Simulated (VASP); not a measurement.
# Si (I4/mmm) in VASP: further runs, part 2 of 3

VASP 6.6.1.

### Step 3. Single point, LDA

This run uses another cell than the first one, of 13.56 Å³/atom, 1.032 times its volume.

The input, INCAR:

```
SYSTEM = Si
  PREC = Accurate
  ENCUT = 520
  EDIFF = 1E-6
  ISMEAR = -1
  SIGMA = 0.2
  LREAL = .False.
  LASPH = .True.
  NELM = 100
  ALGO = Normal
  ISIF = 2
  LWAVE = .False.
  LCHARG = .False.
  NBANDS = 8
```

The input, KPOINTS:

```
regular mesh
0
Gamma
  14 14 14
  0 0 0
```

The input, POSCAR:

```
Si
1.0
   -1.6104803915      1.6104803915      1.3069924214
    1.6104803915     -1.6104803915      1.3069924214
    1.6104803915      1.6104803915     -1.3069924214
Si
1
Direct
    0.0000000000      0.0000000000      0.0000000000
```

Potentials or basis: VASP PAW LDA potentials, release 64 (Si).

Command:

```
> cat potpaw_LDA.64/Si/POTCAR > POTCAR
> mpirun -np 1 vasp_std > vasp.out
```

OUTCAR:

```text
SYSTEM = Si
   PREC = Accurate
   ENCUT = 520
   EDIFF = 1E-6
   ISMEAR = -1
   LREAL = .False.
   LASPH = .True.
   NELM = 100
   ISIF = 2

 ion  position               nearest neighbor table
   1  0.000  0.000  0.000-

  LATTYP: Found a body centered tetragonal cell.
 ALAT       =     3.2209607830
 C/A-ratio  =     0.8115543836

  Lattice vectors:

 A1 = (  -1.6104803915,   1.6104803915,   1.3069924214)
 A2 = (   1.6104803915,  -1.6104803915,   1.3069924214)
 A3 = (   1.6104803915,   1.6104803915,  -1.3069924214)

Analysis of symmetry for initial positions (statically):
=====================================================================
 Subroutine PRICEL returns:
 Original cell was already a primitive cell.

 Routine SETGRP: Setting up the symmetry group for a
 body centered tetragonal supercell.

 Subroutine GETGRP returns: Found 16 space group operations
 (whereof 16 operations were pure point group operations)
 out of a pool of 16 trial point group operations.

The static configuration has the point symmetry D_4h.

Analysis of symmetry for dynamics (positions and initial velocities):
=====================================================================
 Subroutine PRICEL returns:
 Original cell was already a primitive cell.

 Routine SETGRP: Setting up the symmetry group for a
 body centered tetragonal supercell.

 Subroutine GETGRP returns: Found 16 space group operations
 (whereof 16 operations were pure point group operations)
 out of a pool of 16 trial point group operations.

The dynamic configuration has the point symmetry D_4h.

 Subroutine INISYM returns: Found 16 space group operations
 (whereof 16 operations are pure point group operations),
 and found     1 'primitive' translations

----------------------------------------------------------------------------------------

                                     Primitive cell

  volume of cell :      13.5595

  direct lattice vectors                    reciprocal lattice vectors
    -1.610480392  1.610480392  1.306992421     0.000000000  0.310466369  0.382557689
     1.610480392 -1.610480392  1.306992421     0.310466369  0.000000000  0.382557689
     1.610480392  1.610480392 -1.306992421     0.310466369  0.310466369  0.000000000

  length of vectors
     2.625932858  2.625932858  2.625932858     0.492686261  0.492686261  0.439065750

  position of ions in fractional coordinates (direct lattice)
     0.000000000  0.000000000  0.000000000

  ion indices of the primitive-cell ions
   primitive index   ion index
                 1           1

----------------------------------------------------------------------------------------

 KPOINTS: regular mesh

Automatic generation of k-mesh.
 Grid dimensions read from file:
 generate k-points for:   14   14   14

 Generating k-lattice:

  Cartesian coordinates                     Fractional coordinates (reciprocal lattice)
     0.000000000  0.022176169  0.027325549     0.071428571  0.000000000  0.000000000
     0.022176169  0.000000000  0.027325549     0.000000000  0.071428571  0.000000000
     0.022176169  0.022176169  0.000000000     0.000000000  0.000000000  0.071428571

  Length of vectors
     0.035191876  0.035191876  0.031361839

  Shift w.r.t. Gamma in fractional coordinates (k-lattice)
     0.000000000  0.000000000  0.000000000

 Subroutine IBZKPT returns following result:
 ===========================================

 Found    244 irreducible k-points:

 Following reciprocal coordinates:
            Coordinates               Weight
  0.000000  0.000000  0.000000      1.000000
  0.071429  0.000000  0.000000      8.000000
  0.142857  0.000000 -0.000000      8.000000
  0.214286 -0.000000  0.000000      8.000000
  0.285714  0.000000  0.000000      8.000000
  0.357143  0.000000  0.000000      8.000000
[... 16 lines left out ...]
  0.214286  0.142857  0.000000     16.000000
  0.285714  0.142857  0.000000     16.000000
 [... further k-points ...]
   k-points           NKPTS =    244   k-points in BZ     NKDIM =    244   number of bands    NBANDS=      8
   number of dos      NEDOS =    301   number of ions     NIONS =      1
   total plane-waves  NPLWV =   8000
   dimension x,y,z NGX =    20 NGY =   20 NGZ =   20
   dimension x,y,z NGXF=    40 NGYF=   40 NGZF=   40
   ions per type =               1
   NGX,Y,Z   is equivalent  to a cutoff of  12.66, 12.66, 12.66 a.u.
   NGXF,Y,Z  is equivalent  to a cutoff of  25.32, 25.32, 25.32 a.u.
 SYSTEM =  Si
   PREC   = accura    normal or accurate (medium, high low for compatibility)
   ISTART =      0    job   : 0-new  1-cont  2-samecut
   ICHARG =      2    charge: 1-file 2-atom 10-const
   ISPIN  =      1    spin polarized calculation?
   LNONCOLLINEAR =      F non collinear calculations
   LSORBIT =      F    spin-orbit coupling
   LASPH  =      T    aspherical Exc in radial PAW
   ENCUT  =  520.0 eV  38.22 Ry    6.18 a.u.   4.88  4.88  4.88*2*pi/ulx,y,z
   NELM   =    100;   NELMIN=  2; NELMDL= -5     # of ELM steps
   EDIFF  = 0.1E-05   stopping-criterion for ELM
   LREAL  =      F    real-space projection
   EDIFFG = 0.1E-04   stopping-criterion for IOM
   NSW    =      0    number of steps for IOM
   IBRION =     -1    ionic relax: 0-MD 1-quasi-New 2-CG
   NFREE  =      0    steps in history (QN), initial steepest desc. (CG)
   ISIF   =      2    stress and relaxation
   ISYM   =      2    0-nonsym 1-usesym 2-fastsym
   POTIM  = 0.5000    time-step for ionic-motion
   TEBEG  =    0.0;   TEEND  =   0.0 temperature during run
   PSTRESS=    0.0 pullay stress
   NELECT =       4.0000    total number of electrons
   NUPDOWN=      -1.0000    fix difference up-down
   EMIN   =  10.00;   EMAX   =-10.00  energy-range for DOS
   EFERMI =   0.00;   METHOD = LEGACY
   ISMEAR =    -1;   SIGMA  =   0.20  broadening in eV -4-tet -1-fermi 0-gaus
   EFERMI_NEDOS =   21; number of points for ismear=-14 and -15
   IALGO  =     38    algorithm
   IMIX   =      4    mixing-type and parameters
     AMIX     =   0.40;   BMIX     =  1.00
     AMIX_MAG =   1.60;   BMIX_MAG =  1.00
  volume/ion in A,a.u.               =      13.56        91.50
  Fermi-wavevector in a.u.,A,eV,Ry     =   1.089800  2.059424 16.159153  1.187664
  Thomas-Fermi vector in A             =   2.226011
   LORBIT       =      0    0 simple, 1 ext, 2 COOP (PROOUT), +10 PAW based schemes
   GGA     = CA    functional components
   LHFCALC =     F    Hartree Fock is set to
   AEXX    =    0.0000 exact exchange contribution
   IVDW    =     0    specifies the selected vdW correction
   LEPSILON=     F    determine dielectric tensor
   LRPA    =     F    only Hartree local field effects (RPA)
 non-spin polarized calculation
  energy-cutoff  :      520.00
  volume of cell :       13.56
 maximum number of plane-waves:       376
   NGX =  9   NGY =  9   NGZ =  9

 number of electron       4.0000000 magnetization

 Free energy of the ion-electron system (eV)
  ---------------------------------------------------
  ext. energy  EPLUGINS =         0.00000000
  ---------------------------------------------------
  free energy    TOTEN  =        -5.58535395 eV

  energy without entropy =       -5.53242701  energy(sigma->0) =       -5.55889048

 E-fermi :  10.9894     XC(G=0): -11.5180

 val. band max:       10.9735469467   @ k =   0.2143   0.2143   0.1429
 cond. band min:      11.0207313453   @ k =  -0.2143   0.4286   0.2143
 fundamental gap:      0.0471843986
 Fermi energy:        10.9894387133

 k-point     1 :       0.0000    0.0000    0.0000
  band No.  band energies     occupation
      1      -4.0114      2.00000
      2      20.6135      0.00000
      3      21.3111      0.00000
      4      21.3111      0.00000
      5      24.0890      0.00000
      6      25.1391      0.00000
      7      26.3463      0.00000
      8      26.3463      0.00000
[... 243 lines left out ...]
 k-point    24 :       0.2857    0.1429    0.0000
  band No.  band energies     occupation
      1       1.2443      2.00000
      2       9.7988      1.99482
      3      13.5056      0.00001
      4      16.0156      0.00000
      5      21.1099      0.00000
      6      23.3773      0.00000
      7      26.2601      0.00000
      8      31.1016      0.00000

 [... further k-points ...]

------------------------ aborting loop because EDIFF is reached ----------------------------------------

  FORCE on cell =-STRESS in cart. coord.  units (eV):
  Direction    XX          YY          ZZ          XY          YZ          ZX
  --------------------------------------------------------------------------------------
  -------------------------------------------------------------------------------------
  Total        0.2956821      0.2956821      0.2131224      0.0000000      0.0000000      0.0000000
  in kB       34.9374862     34.9374862     25.1823239      0.0000000      0.0000000      0.0000000
  external PRESSURE =      31.6857654 kB  Pullay stress =       0.0000000 kB

 VOLUME and BASIS-vectors are now :
 -----------------------------------------------------------------------------
  energy-cutoff  :      520.00
  volume of cell :       13.56
      direct lattice vectors                 reciprocal lattice vectors
    -1.610480392  1.610480392  1.306992421     0.000000000  0.310466369  0.382557689
     1.610480392 -1.610480392  1.306992421     0.310466369  0.000000000  0.382557689
     1.610480392  1.610480392 -1.306992421     0.310466369  0.310466369  0.000000000

 POSITION                                       TOTAL-FORCE (eV/Angst)
 -----------------------------------------------------------------------------------
      0.00000      0.00000      0.00000         0.000000      0.000000      0.000000
 -----------------------------------------------------------------------------------
    total drift:                                0.000000      0.000000      0.000000

  FREE ENERGIE OF THE ION-ELECTRON SYSTEM (eV)
  ---------------------------------------------------
  free  energy   TOTEN  =        -5.5853539514 eV

  energy  without entropy=       -5.5324270052  energy(sigma->0) =       -5.55889048
```

stdout:

```text
POSCAR found type information on POSCAR Si
 POSCAR found :  1 types and       1 ions
 scaLAPACK will be used
 LDA part: xc-table for (Slater(with rela. corr.)+CA(PZ))
 , standard interpolation
 POSCAR, INCAR and KPOINTS ok, starting setup
 FFT: planning ... GRIDC
 FFT: planning ... GRID_SOFT
 FFT: planning ... GRID
 WAVECAR not read
 entering main loop
```

Wall time 24 s (1 thread of Intel Xeon 8259CL, shared host); peak memory 0.12 GiB.

What came out:

* Free energy: -5.5854 eV
* Pressure: 3.2 GPa
* Band gap on the k mesh: zero (band 2 reaches 20.94 eV, above the bottom of band 3 at 7.60 eV)

### Step 4. Single point, LDA

This run uses another cell than the first one, of 13.98 Å³/atom, 1.064 times its volume.

The input, INCAR:

```
SYSTEM = Si
  ALGO = Normal
  EDIFF = 1E-7
  ENCUT = 520
  ISIF = 2
  ISMEAR = -1
  LASPH = .True.
  LCHARG = .False.
  LREAL = .False.
  LWAVE = .False.
  NBANDS = 8
  NELM = 60
  PREC = Accurate
  SIGMA = 0.2
```

The input, KPOINTS:

```
k-points
0
Gamma
  14 14 14
  0 0 0
```

The input, POSCAR:

```
Si
1.0
   -1.6269150000      1.6269150000      1.3203300000
    1.6269150000     -1.6269150000      1.3203300000
    1.6269150000      1.6269150000     -1.3203300000
Si
1
Direct
    0.0000000000      0.0000000000      0.0000000000
```

Potentials or basis: VASP PAW LDA potentials, release 64 (Si).

Command:

```
> cat potpaw_LDA.64/Si/POTCAR > POTCAR
> mpirun -np 1 vasp_std > vasp.out
```

OUTCAR:

```text
SYSTEM = Si
   EDIFF = 1E-7
   ENCUT = 520
   ISIF = 2
   ISMEAR = -1
   LASPH = .True.
   LREAL = .False.
   NELM = 60
   PREC = Accurate

 ion  position               nearest neighbor table
   1  0.000  0.000  0.000-

  LATTYP: Found a body centered tetragonal cell.
 ALAT       =     3.2538300000
 C/A-ratio  =     0.8115543836

  Lattice vectors:

 A1 = (  -1.6269150000,   1.6269150000,   1.3203300000)
 A2 = (   1.6269150000,  -1.6269150000,   1.3203300000)
 A3 = (   1.6269150000,   1.6269150000,  -1.3203300000)

Analysis of symmetry for initial positions (statically):
=====================================================================
 Subroutine PRICEL returns:
 Original cell was already a primitive cell.

 Routine SETGRP: Setting up the symmetry group for a
 body centered tetragonal supercell.

 Subroutine GETGRP returns: Found 16 space group operations
 (whereof 16 operations were pure point group operations)
 out of a pool of 16 trial point group operations.

The static configuration has the point symmetry D_4h.

Analysis of symmetry for dynamics (positions and initial velocities):
=====================================================================
[... 160 lines left out ...]
 Fermi energy:        10.5635490186

 k-point     1 :       0.0000    0.0000    0.0000
  band No.  band energies     occupation
      1      -4.1440      2.00000
      2      20.1290      0.00000
      3      20.5725      0.00000
      4      20.5725      0.00000
      5      23.5220      0.00000
      6      24.2265      0.00000
      7      25.7325      0.00000
      8      25.7325      0.00000
[... 243 lines left out ...]
 k-point    24 :       0.2857    0.1429    0.0000
  band No.  band energies     occupation
      1       1.0087      2.00000
      2       9.3784      1.99467
      3      13.0449      0.00001
      4      15.4879      0.00000
      5      20.4983      0.00000
      6      22.7184      0.00000
      7      25.6007      0.00000
      8      30.3144      0.00000

 [... further k-points ...]

------------------------ aborting loop because EDIFF is reached ----------------------------------------

  FORCE on cell =-STRESS in cart. coord.  units (eV):
  Direction    XX          YY          ZZ          XY          YZ          ZX
  --------------------------------------------------------------------------------------
  -------------------------------------------------------------------------------------
  Total        0.0367214      0.0367214     -0.0715885      0.0000000      0.0000000      0.0000000
  in kB        4.2087917      4.2087917     -8.2050625      0.0000000      0.0000000      0.0000000
  external PRESSURE =       0.0708403 kB  Pullay stress =       0.0000000 kB

 VOLUME and BASIS-vectors are now :
 -----------------------------------------------------------------------------
  energy-cutoff  :      520.00
  volume of cell :       13.98
      direct lattice vectors                 reciprocal lattice vectors
    -1.626915000  1.626915000  1.320330000     0.000000000  0.307330131  0.378693205
     1.626915000 -1.626915000  1.320330000     0.307330131  0.000000000  0.378693205
     1.626915000  1.626915000 -1.320330000     0.307330131  0.307330131  0.000000000

 POSITION                                       TOTAL-FORCE (eV/Angst)
 -----------------------------------------------------------------------------------
      0.00000      0.00000      0.00000         0.000000      0.000000     -0.000000
 -----------------------------------------------------------------------------------
    total drift:                                0.000000      0.000000      0.000000

  FREE ENERGIE OF THE ION-ELECTRON SYSTEM (eV)
  ---------------------------------------------------
  free  energy   TOTEN  =        -5.5894530840 eV

  energy  without entropy=       -5.5349579092  energy(sigma->0) =       -5.56220550
```

OSZICAR:

```text
N       E                     dE             d eps       ncg     rms          rms(c)
DAV:   1    -0.295823527472E+01   -0.29582E+01   -0.17803E+03  4232   0.381E+02
DAV:   2    -0.559653297651E+01   -0.26383E+01   -0.25125E+01  5848   0.310E+01
DAV:   3    -0.561146626439E+01   -0.14933E-01   -0.14927E-01  4352   0.248E+00
DAV:   4    -0.561148191486E+01   -0.15650E-04   -0.15650E-04  6432   0.888E-02
DAV:   5    -0.561148191721E+01   -0.23472E-08   -0.16936E-08  4464   0.595E-04    0.301E+00
DAV:   6    -0.559723865292E+01    0.14243E-01   -0.44568E-03  4512   0.285E-01    0.167E+00
DAV:   7    -0.558949623419E+01    0.77424E-02   -0.82132E-03  4544   0.387E-01    0.121E-01
DAV:   8    -0.558945303852E+01    0.43196E-04   -0.27577E-05  5872   0.419E-02    0.178E-02
DAV:   9    -0.558945308400E+01   -0.45477E-07   -0.10619E-07  4904   0.234E-03
   1 F= -.55894531E+01 E0= -.55622055E+01  d E =-.544952E-01
```

Run time: 24 s. Hardware: 1 thread of Intel Xeon 8259CL, shared host; peak memory 0.13 GiB.

What came out:

```yaml
Free_energy: -5.5895 eV
Pressure: 0.0 GPa
Band_gap_on_the_k_mesh: zero (band 2 reaches 20.21 eV, above the bottom of band 3 at 7.20 eV)
```

Levels at points of the mesh, in eV from the Fermi level:
```
           k point  band 1  band 2  band 3  band 4  band 5  band 6
(0.00, 0.00, 0.00)  -14.71    9.57   10.01   10.01   12.96   13.66
(0.50, 0.00, 0.00)   -6.44   -6.09    4.74    6.32    6.52    9.27
(0.50, 0.50, 0.00)   -8.55   -7.38    8.92   11.46   11.59   11.77
(0.50, 0.50, 0.50)   -2.41   -2.41   -1.53    1.21    4.12    6.54
```

[end of part 2 of 3]
